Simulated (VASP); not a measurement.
Write the native input for VASP 6.6.1 that does the following.

```yaml
Task: single point
Functional: PBE
Potentials_or_basis: VASP PAW PBE potentials, release 64 (Ru_pv, Li_sv)
Cutoff: 650 eV
k_mesh: 4 × 3 × 4
Occupations: gaussian, width 0.15 eV
Spin: no spin polarisation
Dipole_correction: no
Further_INCAR_settings: ALGO = Normal; EDIFF = 1e-06; NBANDS = 98
```

The structure of LiRu12 (a cell with a defect) lies in POSCAR:

```
LiRu12
1.0
    5.4000000000      0.0000000000      0.0000000000
   -4.0500000000      7.0148060000      0.0000000000
    0.0000000000      0.0000000000      4.2768000000
Ru Li
12 1
Direct
   -0.0420383560     -0.0002333635      0.0011012907
    0.1400817773      0.2221991599      0.5010718294
    0.0010036107      0.3283781476      0.0010669192
    0.1619845842      0.5638508036      0.5011185933
    0.0633130792      0.7310142290      0.0011246727
    0.1657448957      0.9062682560      0.5011076038
    0.5091811682      0.0175845205      0.0010694912
    0.6604521639      0.2331512803      0.5010816498
    0.4162186786      0.2913550282      0.0010879630
    0.6583647667      0.5620105531      0.5011258418
    0.4979452460      0.6678415625      0.0011176581
    0.6455325727      0.8885920723      0.5011033951
    0.7933772648      0.4791165999      1.0010811822
```

One way to write it, as run:

INCAR

```
PREC = Accurate ; ENCUT = 650
EDIFF = 1E-6 ; ISMEAR = 0
SIGMA = 0.15 ; LREAL = F
LASPH = T ; NELM = 120
ALGO = Normal ; ISIF = 2
LWAVE = F ; LCHARG = T
GGA = PE ; LELF = T
LVHAR = T ; NBANDS = 98
GGA_COMPAT = F
```

KPOINTS

```
regular mesh
0
Gamma
  4 3 4
```

Potentials or basis: VASP PAW PBE potentials, release 64 (Ru_pv, Li_sv).

Launch:

```console
$ cat potpaw_PBE.64/Ru_pv/POTCAR potpaw_PBE.64/Li_sv/POTCAR > POTCAR
$ mpirun -np 1 vasp_std > vasp.out
```

Results of the run:

| Property | Result |
| --- | --- |
| Pressure | 30.1 GPa |
| Largest force | 0.142 eV/Å |
| Band gap on the k mesh | zero (an odd number of electrons rules out a gap without spin polarisation) |

Caveat: the k points lie up to 0.37 Å⁻¹ apart, too coarse for converged energies and pressures of a metal; atoms lie so close that the PAW spheres overlap strongly, which falsifies energies and pressures.

Wall time 25 min on 1 thread of Intel(R) Xeon(R) Platinum 8175M CPU @ 2.50GHz (Skylake/Cascade Lake), with other jobs on the host, peak memory 0.57 GiB.
